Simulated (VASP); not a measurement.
A run of VASP 6.6.1 is set up as follows.

File INCAR:

```
ALGO = Normal
EDIFF = 1E-7
ENCUT = 520
GGA = CA
ISIF = 2
ISMEAR = 0
ISPIN = 2
LASPH = True
LCHARG = False
LMAXMIX = 4
LORBIT = 11
LREAL = False
LWAVE = False
MAGMOM = 0 0.75 0.75 0.75
NBANDS = 28
NELM = 150
NUPDOWN = 2.25
PREC = Accurate
SIGMA = 0.15
```

Contents of KPOINTS:

```
k-points
0
Gamma
  14 14 14
```

Contents of POSCAR:

```
AlNi3
1.0
    0.0000000000      2.7677403110      2.7677403110
    2.7677403110      0.0000000000      2.7677403110
    2.7677403110      2.7677403110      0.0000000000
Al Ni
1 3
Direct
    0.5000000000      0.5000000000      0.5000000000
    0.2500000000      0.2500000000      0.2500000000
    0.0000000000      0.0000000000      0.0000000000
    0.7500000000      0.7500000000      0.7500000000
```

Potentials or basis: VASP PAW LDA potentials, release 64 (Al, Ni).

The run is started by

```console
$ cat potpaw_LDA.64/Al/POTCAR potpaw_LDA.64/Ni/POTCAR > POTCAR
$ mpirun -np 1 vasp_std > vasp.out
```

Question: Estimate the pressure.

Answer: 4.7 GPa.

Caveat: the cell stands under pressure; the total moment is fixed, so each spin has its own Fermi level and the state may be an excited one.
